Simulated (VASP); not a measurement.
# TaN (Fm-3m) in VASP: further runs

Aim: see how the results for TaN move with the level of theory and the settings. Levels: r2SCAN+U, PBE, PBE0. Tasks: single point.

All numbers are computed with VASP 6.6.1; they aren't measurements. Logs are shortened: lines on timing, memory, paths and dates and some standing lists are left out, and cuts for length are marked.

## Step 1: The cell of the first run

Symmetry: Fm-3m, No. 225, cubic system. The conventional cell has a = 4.423 Å, b = 4.423 Å, c = 4.423 Å, α = 90.00°, β = 90.00°, γ = 90.00°. Ta (site symmetry m-3m) has 6 N at 2.21 Å within 2.9 Å. N (site symmetry m-3m) has 6 Ta at 2.21 Å within 2.9 Å.

## Step 2: Single point, r2SCAN+U

The input, POSCAR:

```
TaN
1.0
    0.0000000000      2.2113230000      2.2113230000
    2.2113230000      0.0000000000      2.2113230000
    2.2113230000      2.2113230000      0.0000000000
Ta N
1 1
Direct
    0.5000000000      0.5000000000      0.5000000000
    0.0000000000      0.0000000000      0.0000000000
```

The input, INCAR.step1:

```
SYSTEM = TaN
ALGO = Normal ; EDIFF = 1E-4
ENCUT = 520 ; GGA = PE
ISMEAR = -1 ; LASPH = .True.
LCHARG = .False. ; LDAU = .True.
LDAUJ = 0 0 ; LDAUL = 2 -1
LDAUTYPE = 2 ; LDAUU = 5 0
LMAXMIX = 4 ; LREAL = .False.
LWAVE = .True. ; NBANDS = 15
NELM = 150 ; PREC = Accurate
SIGMA = 0.05
```

The input, INCAR.step2:

```
SYSTEM = TaN
ALGO = Normal ; EDIFF = 1E-6
ENCUT = 520 ; ISIF = 2
ISMEAR = -1 ; ISTART = 1
LASPH = .True. ; LCHARG = .False.
LDAU = .True. ; LDAUJ = 0 0
LDAUL = 2 -1 ; LDAUPRINT = 1
LDAUTYPE = 2 ; LDAUU = 5 0
LMAXMIX = 4 ; LMIXTAU = .True.
LREAL = .False. ; LWAVE = .False.
METAGGA = R2SCAN ; NBANDS = 15
NELM = 150 ; PREC = Accurate
SIGMA = 0.05
```

The input, KPOINTS:

```
k-points
0
Gamma
  10 10 10
  0 0 0
```

Potentials or basis: VASP PAW PBE potentials, release 64 (Ta_pv, N).

Command:

```bash
$ cat potpaw_PBE.64/Ta_pv/POTCAR potpaw_PBE.64/N/POTCAR > POTCAR
$ cp INCAR.step1 INCAR
$ mpirun -np 1 vasp_std > vasp.out
$ cp INCAR.step2 INCAR
$ mpirun -np 1 vasp_std > vasp.out
```

OUTCAR:

```text
SYSTEM = TaN
   EDIFF = 1E-6
   ENCUT = 520
   ISIF = 2
   ISMEAR = -1
   ISTART = 1
   LASPH = .True.
   LREAL = .False.
   METAGGA = R2SCAN
   NELM = 150
   PREC = Accurate

 ion  position               nearest neighbor table
   1  0.500  0.500  0.500-   2 2.21   2 2.21   2 2.21   2 2.21   2 2.21   2 2.21
   2  0.000  0.000  0.000-   1 2.21   1 2.21   1 2.21   1 2.21   1 2.21   1 2.21

  LATTYP: Found a face centered cubic cell.
 ALAT       =     4.4226460000

  Lattice vectors:

 A1 = (   0.0000000000,   2.2113230000,   2.2113230000)
 A2 = (   2.2113230000,   0.0000000000,   2.2113230000)
 A3 = (   2.2113230000,   2.2113230000,   0.0000000000)

Analysis of symmetry for initial positions (statically):
=====================================================================
 Subroutine PRICEL returns:
 Original cell was already a primitive cell.

 Routine SETGRP: Setting up the symmetry group for a
 face centered cubic supercell.

 Subroutine GETGRP returns: Found 48 space group operations
 (whereof 48 operations were pure point group operations)
 out of a pool of 48 trial point group operations.

The static configuration has the point symmetry O_h .

Analysis of symmetry for dynamics (positions and initial velocities):
=====================================================================
 Subroutine PRICEL returns:
 Original cell was already a primitive cell.

 Routine SETGRP: Setting up the symmetry group for a
 face centered cubic supercell.

 Subroutine GETGRP returns: Found 48 space group operations
 (whereof 48 operations were pure point group operations)
 out of a pool of 48 trial point group operations.

The dynamic configuration has the point symmetry O_h .

 Subroutine INISYM returns: Found 48 space group operations
 (whereof 48 operations are pure point group operations),
 and found     1 'primitive' translations

----------------------------------------------------------------------------------------

                                     Primitive cell

  volume of cell :      21.6265

  direct lattice vectors                    reciprocal lattice vectors
     0.000000000  2.211323000  2.211323000    -0.226108985  0.226108985  0.226108985
     2.211323000  0.000000000  2.211323000     0.226108985 -0.226108985  0.226108985
     2.211323000  2.211323000  0.000000000     0.226108985  0.226108985 -0.226108985

  length of vectors
     3.127282977  3.127282977  3.127282977     0.391632251  0.391632251  0.391632251

  position of ions in fractional coordinates (direct lattice)
     0.500000000  0.500000000  0.500000000
     0.000000000  0.000000000  0.000000000

  ion indices of the primitive-cell ions
   primitive index   ion index
                 1           1
                 2           2

----------------------------------------------------------------------------------------

 KPOINTS: k-points

Automatic generation of k-mesh.
 Grid dimensions read from file:
 generate k-points for:   10   10   10

 Generating k-lattice:

  Cartesian coordinates                     Fractional coordinates (reciprocal lattice)
    -0.022610899  0.022610899  0.022610899     0.100000000  0.000000000  0.000000000
     0.022610899 -0.022610899  0.022610899     0.000000000  0.100000000  0.000000000
     0.022610899  0.022610899 -0.022610899     0.000000000  0.000000000  0.100000000

  Length of vectors
     0.039163225  0.039163225  0.039163225

  Shift w.r.t. Gamma in fractional coordinates (k-lattice)
     0.000000000  0.000000000  0.000000000

 Subroutine IBZKPT returns following result:
 ===========================================

 Found     47 irreducible k-points:

 Following reciprocal coordinates:
            Coordinates               Weight
[... 43 lines left out ...]
   EDIFF  = 0.1E-05   stopping-criterion for ELM
   LREAL  =      F    real-space projection
   EDIFFG = 0.1E-04   stopping-criterion for IOM
   NSW    =      0    number of steps for IOM
   IBRION =     -1    ionic relax: 0-MD 1-quasi-New 2-CG
   NFREE  =      0    steps in history (QN), initial steepest desc. (CG)
   ISIF   =      2    stress and relaxation
   ISYM   =      2    0-nonsym 1-usesym 2-fastsym
   POTIM  = 0.5000    time-step for ionic-motion
   TEBEG  =    0.0;   TEEND  =   0.0 temperature during run
   PSTRESS=    0.0 pullay stress
   NELECT =      16.0000    total number of electrons
   NUPDOWN=      -1.0000    fix difference up-down
   EMIN   =  10.00;   EMAX   =-10.00  energy-range for DOS
   EFERMI =   0.00;   METHOD = LEGACY
   ISMEAR =    -1;   SIGMA  =   0.05  broadening in eV -4-tet -1-fermi 0-gaus
   EFERMI_NEDOS =   21; number of points for ismear=-14 and -15
   IALGO  =     38    algorithm
   IMIX   =      4    mixing-type and parameters
     AMIX     =   0.40;   BMIX     =  1.00
     AMIX_MAG =   1.60;   BMIX_MAG =  1.00
  volume/ion in A,a.u.               =      10.81        72.97
  Fermi-wavevector in a.u.,A,eV,Ry     =   1.480651  2.798024 29.828417  2.192327
  Thomas-Fermi vector in A             =   2.594659
   LORBIT       =      0    0 simple, 1 ext, 2 COOP (PROOUT), +10 PAW based schemes
 LDA+U is selected, type is set to LDAUTYPE =  2
   angular momentum for each species LDAUL =     2   -1
   U (eV)           for each species LDAUU =   5.0  0.0
   J (eV)           for each species LDAUJ =   0.0  0.0
   METAGGA = R2SCAN    functional components
   LHFCALC =     F    Hartree Fock is set to
   AEXX    =    0.0000 exact exchange contribution
   IVDW    =     0    specifies the selected vdW correction
   LEPSILON=     F    determine dielectric tensor
   LRPA    =     F    only Hartree local field effects (RPA)
 non-spin polarized calculation
  energy-cutoff  :      520.00
  volume of cell :       21.63
 maximum number of plane-waves:       592
   NGX = 11   NGY = 11   NGZ = 11

atom =   1  type =  1  l = 2

 onsite density matrix

spin component  1

  0.2601 -0.0000  0.0000 -0.0000 -0.0000
 -0.0000  0.2601  0.0000 -0.0000  0.0000
  0.0000  0.0000  0.1846 -0.0000  0.0000
 -0.0000 -0.0000 -0.0000  0.2601 -0.0000
 -0.0000  0.0000  0.0000 -0.0000  0.1846

spin component  2

  0.2601 -0.0000  0.0000 -0.0000 -0.0000
 -0.0000  0.2601  0.0000 -0.0000  0.0000
  0.0000  0.0000  0.1846 -0.0000  0.0000
 -0.0000 -0.0000 -0.0000  0.2601 -0.0000
 -0.0000  0.0000  0.0000 -0.0000  0.1846

 occupancies and eigenvectors

  o =  0.1846  v =  0.0000 -0.0000 -0.9998 -0.0000  0.0173  0.0000  0.0000  0.0000  0.0000  0.0000      0.0000  0.0000  0.0000  0.0000  0.0000  0.0000  0.0000  0.0000  0.0000  0.0000
  o =  0.1846  v =  0.0000  0.0000  0.0000  0.0000  0.0000  0.0000 -0.0000 -0.9998 -0.0000  0.0173      0.0000  0.0000  0.0000  0.0000  0.0000  0.0000  0.0000  0.0000  0.0000  0.0000
  o =  0.1846  v =  0.0000 -0.0000  0.0173  0.0000  0.9998  0.0000  0.0000  0.0000  0.0000  0.0000      0.0000  0.0000  0.0000  0.0000  0.0000  0.0000  0.0000  0.0000  0.0000  0.0000
  o =  0.1846  v =  0.0000  0.0000  0.0000  0.0000  0.0000  0.0000 -0.0000  0.0173  0.0000  0.9998      0.0000  0.0000  0.0000  0.0000  0.0000  0.0000  0.0000  0.0000  0.0000  0.0000
  o =  0.2601  v =  0.0000 -0.0021 -0.0000  1.0000 -0.0000  0.0000  0.0000  0.0000  0.0000  0.0000      0.0000  0.0000  0.0000  0.0000  0.0000  0.0000  0.0000  0.0000  0.0000  0.0000
  o =  0.2601  v =  0.0000  0.0000  0.0000  0.0000  0.0000  0.0000 -0.0021 -0.0000  1.0000 -0.0000      0.0000  0.0000  0.0000  0.0000  0.0000  0.0000  0.0000  0.0000  0.0000  0.0000
  o =  0.2601  v =  0.0000  0.0000  0.0000  0.0000  0.0000  1.0000  0.0000  0.0000  0.0000  0.0000      0.0000  0.0000  0.0000  0.0000  0.0000  0.0000  0.0000  0.0000  0.0000  0.0000
  o =  0.2601  v =  1.0000  0.0000  0.0000  0.0000  0.0000  0.0000  0.0000  0.0000  0.0000  0.0000      0.0000  0.0000  0.0000  0.0000  0.0000  0.0000  0.0000  0.0000  0.0000  0.0000
  o =  0.2601  v =  0.0000 -1.0000  0.0000 -0.0021 -0.0000  0.0000  0.0000  0.0000  0.0000  0.0000      0.0000  0.0000  0.0000  0.0000  0.0000  0.0000  0.0000  0.0000  0.0000  0.0000
  o =  0.2601  v =  0.0000  0.0000  0.0000  0.0000  0.0000  0.0000 -1.0000  0.0000 -0.0021 -0.0000      0.0000  0.0000  0.0000  0.0000  0.0000  0.0000  0.0000  0.0000  0.0000  0.0000

 number of electron      16.0000003 magnetization

 Free energy of the ion-electron system (eV)
  ---------------------------------------------------
  ext. energy  EPLUGINS =         0.00000000
  ---------------------------------------------------
  free energy    TOTEN  =       -55.12078908 eV

  energy without entropy =      -55.11666316  energy(sigma->0) =      -55.11872612

 E-fermi :  10.0667     XC(G=0): -14.3933

 val. band max:        9.9163665455   @ k =  -0.3000   0.4000   0.2000
 cond. band min:      10.1028840208   @ k =  -0.3000   0.3000   0.1000
 fundamental gap:      0.1865174753
 Fermi energy:        10.0666922319

 k-point     1 :       0.0000    0.0000    0.0000
  band No.  band energies     occupation
      1     -28.2092      2.00000
      2     -28.2092      2.00000
      3     -28.2092      2.00000
      4     -10.2303      2.00000
      5       5.6373      2.00000
      6       5.6373      2.00000
      7       5.6373      2.00000
      8       8.0245      2.00000
      9       8.0245      2.00000
     10       8.0245      2.00000
     11      10.6889      0.00001
     12      10.6889      0.00001
     13      11.1183      0.00000
     14      18.1875      0.00000
[... 401 lines left out ...]
      2     -28.4329      2.00000
      3     -28.4093      2.00000
      4      -8.5420      2.00000
      5       1.4123      2.00000
      6       3.6829      2.00000
      7       4.2779      2.00000
      8       5.9826      2.00000
      9      12.7294      0.00000
     10      13.0849      0.00000
     11      13.2065      0.00000
     12      13.9643      0.00000
     13      18.1635      0.00000
     14      18.7068      0.00000
     15      20.5933      0.00000

 [... further k-points ...]

------------------------ aborting loop because EDIFF is reached ----------------------------------------

  FORCE on cell =-STRESS in cart. coord.  units (eV):
  Direction    XX          YY          ZZ          XY          YZ          ZX
  --------------------------------------------------------------------------------------
  -------------------------------------------------------------------------------------
  Total        1.4310605      1.4310605      1.4310605      0.0000000     -0.0000000     -0.0000000
  in kB      106.0185932    106.0185932    106.0185932      0.0000000     -0.0000000     -0.0000000
  external PRESSURE =     106.0185932 kB  Pullay stress =       0.0000000 kB

 VOLUME and BASIS-vectors are now :
 -----------------------------------------------------------------------------
  energy-cutoff  :      520.00
  volume of cell :       21.63
      direct lattice vectors                 reciprocal lattice vectors
     0.000000000  2.211323000  2.211323000    -0.226108985  0.226108985  0.226108985
     2.211323000  0.000000000  2.211323000     0.226108985 -0.226108985  0.226108985
     2.211323000  2.211323000  0.000000000     0.226108985  0.226108985 -0.226108985

 POSITION                                       TOTAL-FORCE (eV/Angst)
 -----------------------------------------------------------------------------------
      2.21132      2.21132      2.21132        -0.000000      0.000000      0.000000
      0.00000      0.00000      0.00000         0.000000     -0.000000     -0.000000
 -----------------------------------------------------------------------------------
    total drift:                                0.000000     -0.000000     -0.000000

  FREE ENERGIE OF THE ION-ELECTRON SYSTEM (eV)
  ---------------------------------------------------
  free  energy   TOTEN  =       -55.1207890816 eV

  energy  without entropy=      -55.1166631618  energy(sigma->0) =      -55.11872612
```

Wall time 70 s (1 thread of Intel Xeon 8259CL, shared host); peak memory 0.15 GiB.

Results:

| Item | Value |
| --- | --- |
| Free energy | -55.1208 eV |
| Pressure | 10.6 GPa |
| Band gap on the k mesh | zero (band 8 reaches 12.06 eV, above the bottom of band 9 at 8.02 eV) |

Eigenvalues of the final occupation matrices:
| site | spin | trace | eigenvalues |
| --- | --- | --- | --- |
| site 1 d | 1 | 1.15 | 0.18 0.18 0.26 0.26 0.26 |
| site 1 d | 2 | 1.15 | 0.18 0.18 0.26 0.26 0.26 |

Caveat: the PAW data sets were made with another functional, which shifts forces and pressure a little; spin-orbit coupling is left out, which moves the levels of the heavy elements; U without spin polarisation on a metal has little footing.

[end of part 1 of 2]
